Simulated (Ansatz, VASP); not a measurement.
LiF: VASP beside Ansatz

Contents of POSCAR:

```
LiF
1.0
    0.0000000000      2.0048460980      1.9885317940
    2.0048460980      0.0000000000      1.9885317940
    2.0048460980      2.0048460980      0.0000000000
Li F
1 1
Direct
    0.0000000000      0.0000000000      0.0000000000
    0.5000000000      0.5000000000      0.5000000000
```

INCAR.step1

```
SYSTEM = LiF
PREC = Accurate ; ENCUT = 520
ISMEAR = 0 ; SIGMA = 0.01
LREAL = .FALSE. ; LASPH = .TRUE.
NELM = 100 ; NBANDS = 12
GGA = PE ; ALGO = Normal
EDIFF = 1E-4 ; LWAVE = .TRUE.
LCHARG = .FALSE.
```

The input INCAR.step2:

```
SYSTEM = LiF
PREC = Accurate ; ENCUT = 520
EDIFF = 1E-6 ; ISMEAR = 0
SIGMA = 0.01 ; LREAL = .FALSE.
LASPH = .TRUE. ; NELM = 100
ALGO = Normal ; ISIF = 2
LWAVE = .FALSE. ; LCHARG = .TRUE.
METAGGA = R2SCAN ; LMIXTAU = .TRUE.
LELF = .TRUE. ; LVHAR = .TRUE.
NBANDS = 12 ; ISTART = 1
```

Contents of KPOINTS:

```
regular mesh
0
G
  10 10 10
  0 0 0
```

Input for Ansatz:

```yaml
crystal:
  lattice:
    - [0.0, 2.004846098, 1.988531794]
    - [2.004846098, 0.0, 1.988531794]
    - [2.004846098, 2.004846098, 0.0]
  atoms:
    - { symbol: Li, position: [0.0, 0.0, 0.0] }
    - { symbol: F, position: [0.5, 0.5, 0.5] }
kpoints:
  mp_grid: { grid: [10, 10, 10] }
  band_path:
    path:
      - [0.0, 0.0, 0.0]
      - [0.5, 0.0, 0.5]
      - [0.625, 0.25, 0.625]
      - [0.375, 0.375, 0.75]
      - [0.5, 0.5, 0.5]
      - [0.5, 0.25, 0.75]
      - [0.0375, 0.0375, 0.075]
    npoints: 1
hamiltonian:
  xc: r2scan
scf:
  occupations: { method: fixed }
  n_extra_bands: 4
output:
  forces: true
  stress: true
  eigenvalues: true
```

Change from the starting cell: epitaxial_xy strain +0.5%.

Alike in both runs: task single point; functional r2SCAN; k mesh 10 × 10 × 10; no spin polarisation.

|  | VASP | Ansatz |
| --- | --- | --- |
| version | VASP 6.6.1 | Ansatz 0.2.0 |
| potentials or method | VASP PAW PBE potentials, release 64 (Li_sv, F) | plane waves, PAW |
| plane-wave cutoff (eV) | 520 | 500 |
| occupations | gaussian, width 0.01 eV | fixed |
| valence electrons in the cell | 10 | 10 |

Ansatz gave:

| Property | Result |
| --- | --- |
| gap on the k mesh at the Fermi level (eV) | 10.26 |

Problem. What did VASP give for the same quantities?

Solution. gap on the k mesh at the Fermi level (eV): 10.48.

VASP's potentials were made for PBE, not for r2SCAN.

Noted on VASP's run: the cutoff is short for stress, so the pressure is rough.
